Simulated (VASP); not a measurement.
# ZnCd2Se2S (P4/mmm) in VASP: a series of runs

ZnCd2Se2S is run at these levels: PBE; tasks: single point.

Everything below comes from runs of VASP 6.6.1. Logs are shortened: lines on timing, memory, paths and dates and some standing lists are left out, and cuts for length are marked.

## Step 1: The cell of the first run

Symmetry: P4/mmm, No. 123, tetragonal system. Conventional cell: a = 4.611 Å, b = 4.611 Å, c = 5.919 Å, α = 90.00°, β = 90.00°, γ = 90.00°. Within 3.9 Å of Zn (site symmetry 4/mmm) lie 2 S at 2.96 Å and 8 Se at 3.51 Å and 8 Cd at 3.75 Å. Within 3.0 Å of Cd (site symmetry mmm) lie 2 S at 2.31 Å and 4 Se at 2.84 Å. Within 3.5 Å of Se (site symmetry 4mm) lie 2 Se at 2.62 to 3.30 Å and 4 Cd at 2.84 Å. S (site symmetry 4/mmm) has 4 Cd at 2.31 Å and 2 Zn at 2.96 Å within 3.0 Å.

## Step 2: Single point, PBE

File INCAR:

```
SYSTEM = ZnCd2Se2S
  ALGO = Normal
  EDIFF = 1E-7
  ENCUT = 520
  GGA = PE
  ISIF = 2
  ISMEAR = 0
  LASPH = .TRUE.
  LCHARG = .FALSE.
  LREAL = .FALSE.
  LWAVE = .FALSE.
  NBANDS = 36
  NELM = 100
  PREC = Accurate
  SIGMA = 0.1
```

File KPOINTS:

```
k-points
0
G
  4 4 4
  0 0 0
```

File POSCAR:

```
ZnCd2Se2S
1.0
    4.6110716100      0.0000000000      0.0000000000
    0.0000000000      4.6110716100      0.0000000000
    0.0000000000      0.0000000000      5.9191410500
Zn Cd Se S
1 2 2 1
Direct
    0.0000000000      0.0000000000      0.5000000000
    0.0000000000      0.5000000000      0.0000000000
    0.5000000000      0.0000000000      0.0000000000
    0.5000000000      0.5000000000      0.2788000100
    0.5000000000      0.5000000000      0.7211999900
    0.0000000000      0.0000000000      0.0000000000
```

Potentials or basis: VASP PAW PBE potentials, release 64 (Zn, Cd, Se, S).

On the command line:

```console
> cat potpaw_PBE.64/Zn/POTCAR potpaw_PBE.64/Cd/POTCAR potpaw_PBE.64/Se/POTCAR potpaw_PBE.64/S/POTCAR > POTCAR
> mpirun -np 1 vasp_std > vasp.out
```

OUTCAR:

```text
SYSTEM = ZnCd2Se2S
   EDIFF = 1E-7
   ENCUT = 520
   GGA = PE
   ISIF = 2
   ISMEAR = 0
   LASPH = .TRUE.
   LREAL = .FALSE.
   NELM = 100
   PREC = Accurate

 ion  position               nearest neighbor table
   1  0.000  0.000  0.500-
   2  0.000  0.500  0.000-   6 2.31   6 2.31   4 2.84   5 2.84   4 2.84   5 2.84   3 3.26   3 3.26
                             3 3.26   3 3.26
   3  0.500  0.000  0.000-   6 2.31   6 2.31   4 2.84   4 2.84   5 2.84   5 2.84   2 3.26   2 3.26
                             2 3.26   2 3.26
   4  0.500  0.500  0.279-   5 2.62   3 2.84   2 2.84   3 2.84   2 2.84
   5  0.500  0.500  0.721-   4 2.62   3 2.84   2 2.84   3 2.84   2 2.84
   6  0.000  0.000  0.000-   2 2.31   3 2.31   2 2.31   3 2.31

  LATTYP: Found a simple tetragonal cell.
 ALAT       =     4.6110716100
 C/A-ratio  =     1.2836801400

  Lattice vectors:

 A1 = (   4.6110716100,   0.0000000000,   0.0000000000)
 A2 = (   0.0000000000,   4.6110716100,   0.0000000000)
 A3 = (   0.0000000000,   0.0000000000,   5.9191410500)

Analysis of symmetry for initial positions (statically):
=====================================================================
 Subroutine PRICEL returns:
 Original cell was already a primitive cell.

 Routine SETGRP: Setting up the symmetry group for a
 simple tetragonal supercell.

 Subroutine GETGRP returns: Found 16 space group operations
 (whereof 16 operations were pure point group operations)
 out of a pool of 16 trial point group operations.

The static configuration has the point symmetry D_4h.

Analysis of symmetry for dynamics (positions and initial velocities):
=====================================================================
 Subroutine PRICEL returns:
 Original cell was already a primitive cell.

 Routine SETGRP: Setting up the symmetry group for a
 simple tetragonal supercell.

 Subroutine GETGRP returns: Found 16 space group operations
 (whereof 16 operations were pure point group operations)
 out of a pool of 16 trial point group operations.

The dynamic configuration has the point symmetry D_4h.

 Subroutine INISYM returns: Found 16 space group operations
 (whereof 16 operations are pure point group operations),
 and found     1 'primitive' translations

----------------------------------------------------------------------------------------

                                     Primitive cell

  volume of cell :     125.8527

  direct lattice vectors                    reciprocal lattice vectors
     4.611071610  0.000000000  0.000000000     0.216869328  0.000000000  0.000000000
     0.000000000  4.611071610  0.000000000     0.000000000  0.216869328  0.000000000
     0.000000000  0.000000000  5.919141050     0.000000000  0.000000000  0.168943431

  length of vectors
     4.611071610  4.611071610  5.919141050     0.216869328  0.216869328  0.168943431

  position of ions in fractional coordinates (direct lattice)
     0.000000000  0.000000000  0.500000000
     0.000000000  0.500000000  0.000000000
     0.500000000  0.000000000  0.000000000
     0.500000000  0.500000000  0.278800010
     0.500000000  0.500000000  0.721199990
     0.000000000  0.000000000  0.000000000

  ion indices of the primitive-cell ions
   primitive index   ion index
                 1           1
                 2           2
                 3           3
                 4           4
                 5           5
                 6           6

----------------------------------------------------------------------------------------

 KPOINTS: k-points

Automatic generation of k-mesh.
 Grid dimensions read from file:
 generate k-points for:    4    4    4

 Generating k-lattice:

  Cartesian coordinates                     Fractional coordinates (reciprocal lattice)
     0.054217332  0.000000000  0.000000000     0.250000000  0.000000000  0.000000000
     0.000000000  0.054217332  0.000000000     0.000000000  0.250000000  0.000000000
     0.000000000  0.000000000  0.042235858     0.000000000  0.000000000  0.250000000

  Length of vectors
     0.054217332  0.054217332  0.042235858

  Shift w.r.t. Gamma in fractional coordinates (k-lattice)
     0.000000000  0.000000000  0.000000000

 Subroutine IBZKPT returns following result:
 ===========================================

 Found     18 irreducible k-points:

 Following reciprocal coordinates:
            Coordinates               Weight
  0.000000  0.000000  0.000000      1.000000
  0.250000  0.000000  0.000000      4.000000
  0.500000  0.000000  0.000000      2.000000
  0.250000  0.250000  0.000000      4.000000
  0.500000  0.250000  0.000000      4.000000
  0.500000  0.500000  0.000000      1.000000
[... 10 lines left out ...]
  0.500000  0.250000  0.500000      4.000000
  0.500000  0.500000  0.500000      1.000000
   k-points           NKPTS =     18   k-points in BZ     NKDIM =     18   number of bands    NBANDS=     36
   number of dos      NEDOS =    301   number of ions     NIONS =      6
   total plane-waves  NPLWV =  62208
   dimension x,y,z NGX =    36 NGY =   36 NGZ =   48
   dimension x,y,z NGXF=    72 NGYF=   72 NGZF=   96
   ions per type =               1   2   2   1
   NGX,Y,Z   is equivalent  to a cutoff of  12.98, 12.98, 13.48 a.u.
   NGXF,Y,Z  is equivalent  to a cutoff of  25.96, 25.96, 26.96 a.u.
 SYSTEM =  ZnCd2Se2S
   PREC   = accura    normal or accurate (medium, high low for compatibility)
   ISTART =      0    job   : 0-new  1-cont  2-samecut
   ICHARG =      2    charge: 1-file 2-atom 10-const
   ISPIN  =      1    spin polarized calculation?
   LNONCOLLINEAR =      F non collinear calculations
   LSORBIT =      F    spin-orbit coupling
   LASPH  =      T    aspherical Exc in radial PAW
   ENCUT  =  520.0 eV  38.22 Ry    6.18 a.u.   8.57  8.57 11.01*2*pi/ulx,y,z
   NELM   =    100;   NELMIN=  2; NELMDL= -5     # of ELM steps
   EDIFF  = 0.1E-06   stopping-criterion for ELM
   LREAL  =      F    real-space projection
   EDIFFG = 0.1E-05   stopping-criterion for IOM
   NSW    =      0    number of steps for IOM
   IBRION =     -1    ionic relax: 0-MD 1-quasi-New 2-CG
   NFREE  =      0    steps in history (QN), initial steepest desc. (CG)
   ISIF   =      2    stress and relaxation
   ISYM   =      2    0-nonsym 1-usesym 2-fastsym
   POTIM  = 0.5000    time-step for ionic-motion
   TEBEG  =    0.0;   TEEND  =   0.0 temperature during run
   PSTRESS=    0.0 pullay stress
   NELECT =      54.0000    total number of electrons
   NUPDOWN=      -1.0000    fix difference up-down
   EMIN   =  10.00;   EMAX   =-10.00  energy-range for DOS
   EFERMI =   0.00;   METHOD = LEGACY
   ISMEAR =     0;   SIGMA  =   0.10  broadening in eV -4-tet -1-fermi 0-gaus
   EFERMI_NEDOS =   21; number of points for ismear=-14 and -15
   IALGO  =     38    algorithm
   IMIX   =      4    mixing-type and parameters
     AMIX     =   0.40;   BMIX     =  1.00
     AMIX_MAG =   1.60;   BMIX_MAG =  1.00
  volume/ion in A,a.u.               =      20.98       141.55
  Fermi-wavevector in a.u.,A,eV,Ry     =   1.234768  2.333373 20.744141  1.524651
  Thomas-Fermi vector in A             =   2.369444
   LORBIT       =      0    0 simple, 1 ext, 2 COOP (PROOUT), +10 PAW based schemes
   GGA     = PE    functional components
   LHFCALC =     F    Hartree Fock is set to
   AEXX    =    0.0000 exact exchange contribution
   IVDW    =     0    specifies the selected vdW correction
   LEPSILON=     F    determine dielectric tensor
   LRPA    =     F    only Hartree local field effects (RPA)
 non-spin polarized calculation
 Gauss-broadening in eV      SIGMA  =   0.10
  energy-cutoff  :      520.00
  volume of cell :      125.85
 maximum number of plane-waves:      3416
 NGX is ok and might be reduce to    36
   NGX = 17   NGY = 17   NGZ = 23

 number of electron      53.9999991 magnetization

 Free energy of the ion-electron system (eV)
  ---------------------------------------------------
  ext. energy  EPLUGINS =         0.00000000
  ---------------------------------------------------
  free energy    TOTEN  =       -12.19486306 eV

  energy without entropy =      -12.18828680  energy(sigma->0) =      -12.19157493

 E-fermi :   3.3874     XC(G=0): -10.2098

 val. band max:        3.3456729113   @ k =   0.5000   0.2500   0.5000
 cond. band min:       3.5922324551   @ k =   0.5000   0.5000   0.5000
 fundamental gap:      0.2465595438
 Fermi energy:         3.3874073324

 k-point     1 :       0.0000    0.0000    0.0000
  band No.  band energies     occupation
      1     -11.8658      2.00000
      2     -10.5073      2.00000
      3      -8.4211      2.00000
      4      -6.1101      2.00000
      5      -5.8375      2.00000
      6      -5.6623      2.00000
[... 28 lines left out ...]
     35      10.5762      0.00000
     36      10.7122      0.00000

 k-point     2 :       0.2500    0.0000    0.0000
  band No.  band energies     occupation
      1     -11.5764      2.00000
      2     -10.4759      2.00000
      3      -8.4971      2.00000
      4      -6.0824      2.00000
      5      -6.0169      2.00000
      6      -5.7008      2.00000
[... 28 lines left out ...]
     35       9.7693      0.00000
     36       9.8392      0.00000

 k-point     3 :       0.5000    0.0000    0.0000
  band No.  band energies     occupation
      1     -11.1710      2.00000
      2     -10.5161      2.00000
      3      -8.5663      2.00000
      4      -6.7263      2.00000
      5      -5.7846      2.00000
      6      -5.6270      2.00000
[... 28 lines left out ...]
     35      10.0924      0.00000
     36      10.3019      0.00000
[... 508 lines left out ...]
 k-point    17 :       0.5000    0.2500    0.5000
  band No.  band energies     occupation
      1     -10.8436      2.00000
      2     -10.0509      2.00000
      3      -9.2526      2.00000
      4      -6.8662      2.00000
      5      -6.2395      2.00000
      6      -5.8459      2.00000
[... 28 lines left out ...]
     35       9.5924      0.00000
     36       9.8603      0.00000

 k-point    18 :       0.5000    0.5000    0.5000
  band No.  band energies     occupation
      1     -10.4295      2.00000
      2     -10.0632      2.00000
      3      -9.0900      2.00000
      4      -6.9905      2.00000
      5      -6.9905      2.00000
      6      -5.9595      2.00000
[... 28 lines left out ...]
     35       9.9176      0.00000
     36      10.4654      0.00000

------------------------ aborting loop because EDIFF is reached ----------------------------------------

  FORCE on cell =-STRESS in cart. coord.  units (eV):
  Direction    XX          YY          ZZ          XY          YZ          ZX
  --------------------------------------------------------------------------------------
  -------------------------------------------------------------------------------------
  Total       18.5536870     18.5536870      1.5702072      0.0000000      0.0000000     -0.0000000
  in kB      236.1991795    236.1991795     19.9896468      0.0000000      0.0000000     -0.0000000
  external PRESSURE =     164.1293353 kB  Pullay stress =       0.0000000 kB

 VOLUME and BASIS-vectors are now :
 -----------------------------------------------------------------------------
  energy-cutoff  :      520.00
  volume of cell :      125.85
      direct lattice vectors                 reciprocal lattice vectors
     4.611071610  0.000000000  0.000000000     0.216869328  0.000000000  0.000000000
     0.000000000  4.611071610  0.000000000     0.000000000  0.216869328  0.000000000
     0.000000000  0.000000000  5.919141050     0.000000000  0.000000000  0.168943431

 POSITION                                       TOTAL-FORCE (eV/Angst)
 -----------------------------------------------------------------------------------
      0.00000      0.00000      2.95957        -0.000000     -0.000000     -0.000000
      0.00000      2.30554      0.00000        -0.000000     -0.000000     -0.000000
      2.30554      0.00000      0.00000        -0.000000     -0.000000     -0.000000
      2.30554      2.30554      1.65026        -0.000000      0.000000      0.601940
      2.30554      2.30554      4.26888         0.000000     -0.000000     -0.601940
      0.00000      0.00000      0.00000        -0.000000     -0.000000     -0.000000
 -----------------------------------------------------------------------------------
    total drift:                                0.000000     -0.000000     -0.000000

  FREE ENERGIE OF THE ION-ELECTRON SYSTEM (eV)
  ---------------------------------------------------
  free  energy   TOTEN  =       -12.1948630632 eV

  energy  without entropy=      -12.1882868037  energy(sigma->0) =      -12.19157493
```

Run time: 40 s. Hardware: 1 thread of Intel Xeon 6975P-C (Granite Rapids), shared host; peak memory 0.28 GiB.

What came out:

```
Free energy            : -12.1949 eV
Pressure               : 16.4 GPa
Largest force          : 0.602 eV/Å
Band gap on the k mesh : zero (band 27 reaches 3.59 eV, above the bottom of band 28 at 3.18 eV)
```

Forces in eV/Å, atoms in the order of the input:
```
Zn   0.000  0.000  0.000
Cd   0.000  0.000  0.000
Cd   0.000  0.000  0.000
Se   0.000  0.000  0.602
Se   0.000  0.000 -0.602
S    0.000  0.000  0.000
```

Stress tensor (GPa, compression positive):
```
23.62  0.00  0.00
 0.00 23.62  0.00
 0.00  0.00  2.00
```

Levels at points of the mesh, in eV from the Fermi level:
| k point | band 25 | band 26 | band 27 | band 28 | band 29 | band 30 |
| --- | --- | --- | --- | --- | --- | --- |
| (0.00, 0.00, 0.00) | -1.64 | -0.49 | -0.49 | -0.21 | 2.07 | 2.81 |
| (0.50, 0.00, 0.00) | -1.08 | -1.00 | -0.46 | 2.14 | 2.83 | 3.00 |
| (0.50, 0.50, 0.00) | -1.55 | -1.27 | -1.27 | 2.58 | 4.08 | 4.08 |
| (0.00, 0.00, 0.50) | -1.63 | -1.46 | -1.46 | -0.05 | 0.41 | 2.52 |
| (0.50, 0.00, 0.50) | -1.77 | -1.67 | -0.45 | 0.89 | 1.35 | 3.01 |
| (0.50, 0.50, 0.50) | -2.03 | 0.20 | 0.20 | 0.72 | 3.51 | 4.86 |

## Step 3: Single point, PBE

This run uses another cell than the first one, of 25.14 Å³/atom, 1.198 times its volume.

File INCAR:

```
SYSTEM = ZnCd2Se2S
PREC = Accurate
ENCUT = 520
EDIFF = 1E-6
ISMEAR = 0
SIGMA = 0.1
LREAL = .False.
LASPH = .True.
NELM = 100
ALGO = Normal
ISIF = 2
LWAVE = .False.
LCHARG = .True.
GGA = PE
LELF = .True.
LVHAR = .True.
NBANDS = 36
```

File KPOINTS:

```
Automatic mesh
0
Gamma
  4 4 4
  0 0 0
```

File POSCAR:

```
ZnCd2Se2S
1.0
    5.1927537989      0.0000000000      0.0000000000
    0.0000000000      5.1927537989      0.0000000000
    0.0000000000      0.0000000000      5.5931116383
Zn Cd Se S
1 2 2 1
Direct
    0.0000000000      0.0000000000      0.5000000000
    0.0000000000      0.5000000000      0.0000000000
    0.5000000000      0.0000000000      0.0000000000
    0.5000000000      0.5000000000      0.2625263901
    0.5000000000      0.5000000000      0.7374736099
    0.0000000000      0.0000000000      0.0000000000
```

Potentials or basis: VASP PAW PBE potentials, release 64 (Zn, Cd, Se, S).

On the command line:

```console
> cat potpaw_PBE.64/Zn/POTCAR potpaw_PBE.64/Cd/POTCAR potpaw_PBE.64/Se/POTCAR potpaw_PBE.64/S/POTCAR > POTCAR
> mpirun -np 1 vasp_std > vasp.out
```

OUTCAR:

```text
SYSTEM = ZnCd2Se2S
   PREC = Accurate
   ENCUT = 520
   EDIFF = 1E-6
   ISMEAR = 0
   LREAL = .False.
   LASPH = .True.
   NELM = 100
   ISIF = 2
   GGA = PE

 ion  position               nearest neighbor table
   1  0.000  0.000  0.500-   6 2.80   6 2.80
   2  0.000  0.500  0.000-   6 2.60   6 2.60   4 2.98   5 2.98   4 2.98   5 2.98   3 3.67   3 3.67
                             3 3.67   3 3.67
   3  0.500  0.000  0.000-   6 2.60   6 2.60   4 2.98   4 2.98   5 2.98   5 2.98   2 3.67   2 3.67
                             2 3.67   2 3.67
   4  0.500  0.500  0.263-   5 2.66   3 2.98   2 2.98   3 2.98   2 2.98
   5  0.500  0.500  0.737-   4 2.66   3 2.98   2 2.98   3 2.98   2 2.98
   6  0.000  0.000  0.000-   2 2.60   3 2.60   2 2.60   3 2.60   1 2.80   1 2.80
[... 902 lines left out ...]
  Total        0.2904766      0.2904766      0.1096843      0.0000000     -0.0000000      0.0000000
  in kB        3.0858354      3.0858354      1.1652149      0.0000000     -0.0000000      0.0000000
  external PRESSURE =       2.4456286 kB  Pullay stress =       0.0000000 kB

 VOLUME and BASIS-vectors are now :
 -----------------------------------------------------------------------------
  energy-cutoff  :      520.00
  volume of cell :      150.82
      direct lattice vectors                 reciprocal lattice vectors
     5.192753799  0.000000000  0.000000000     0.192576047  0.000000000  0.000000000
     0.000000000  5.192753799  0.000000000     0.000000000  0.192576047  0.000000000
     0.000000000  0.000000000  5.593111638     0.000000000  0.000000000  0.178791353

 POSITION                                       TOTAL-FORCE (eV/Angst)
 -----------------------------------------------------------------------------------
      0.00000      0.00000      2.79656         0.000000      0.000000      0.000000
      0.00000      2.59638      0.00000         0.000000      0.000000      0.000000
      2.59638      0.00000      0.00000         0.000000      0.000000      0.000000
      2.59638      2.59638      1.46834         0.000000      0.000000      0.012457
      2.59638      2.59638      4.12477         0.000000     -0.000000     -0.012457
      0.00000      0.00000      0.00000         0.000000      0.000000      0.000000
 -----------------------------------------------------------------------------------
    total drift:                               -0.000000      0.000000     -0.000000

  FREE ENERGIE OF THE ION-ELECTRON SYSTEM (eV)
  ---------------------------------------------------
  free  energy   TOTEN  =       -14.1998689006 eV

  energy  without entropy=      -14.1879019710  energy(sigma->0) =      -14.19388544
```

OSZICAR:

```text
N       E                     dE             d eps       ncg     rms          rms(c)
DAV:   1     0.406205600389E+03    0.40621E+03   -0.24919E+04  1296   0.148E+03
DAV:   2     0.222424922196E+02   -0.38396E+03   -0.36832E+03  1316   0.362E+02
DAV:   3    -0.143165375341E+02   -0.36559E+02   -0.35837E+02  1512   0.109E+02
DAV:   4    -0.153231264740E+02   -0.10066E+01   -0.10023E+01  1496   0.166E+01
DAV:   5    -0.153337582259E+02   -0.10632E-01   -0.10629E-01  1488   0.178E+00    0.114E+01
DAV:   6    -0.142662400222E+02    0.10675E+01   -0.18922E+00  1668   0.136E+01    0.847E+00
DAV:   7    -0.142083887264E+02    0.57851E-01   -0.93502E-01  1456   0.460E+00    0.349E+00
DAV:   8    -0.142019135882E+02    0.64751E-02   -0.12805E-01  1456   0.292E+00    0.583E-01
DAV:   9    -0.141996008742E+02    0.23127E-02   -0.14399E-02  1460   0.104E+00    0.153E-01
DAV:  10    -0.141998194696E+02   -0.21860E-03   -0.18316E-03  1456   0.212E-01    0.739E-02
DAV:  11    -0.141998313897E+02   -0.11920E-04   -0.20561E-04  1424   0.103E-01    0.438E-02
DAV:  12    -0.141998659538E+02   -0.34564E-04   -0.63496E-05  1392   0.440E-02    0.191E-02
DAV:  13    -0.141998696377E+02   -0.36839E-05   -0.21749E-05  1472   0.427E-02    0.769E-03
DAV:  14    -0.141998689006E+02    0.73713E-06   -0.30194E-06  1300   0.158E-02
   1 F= -.14199869E+02 E0= -.14193885E+02  d E =-.119669E-01
```

Wall time 49 s (1 thread of Intel Xeon 6975P-C (Granite Rapids), shared host); peak memory 0.3 GiB.

Results:

```yaml
Free_energy: -14.1999 eV
Pressure: 0.2 GPa
Largest_force: 0.012 eV/Å
Band_gap_on_the_k_mesh: zero (band 27 reaches 2.03 eV, above the bottom of band 28 at 1.26 eV)
```

Forces on the atoms (eV/Å):
```
Zn   0.000  0.000  0.000
Cd   0.000  0.000  0.000
Cd   0.000  0.000  0.000
Se   0.000  0.000  0.012
Se   0.000  0.000 -0.012
S    0.000  0.000  0.000
```
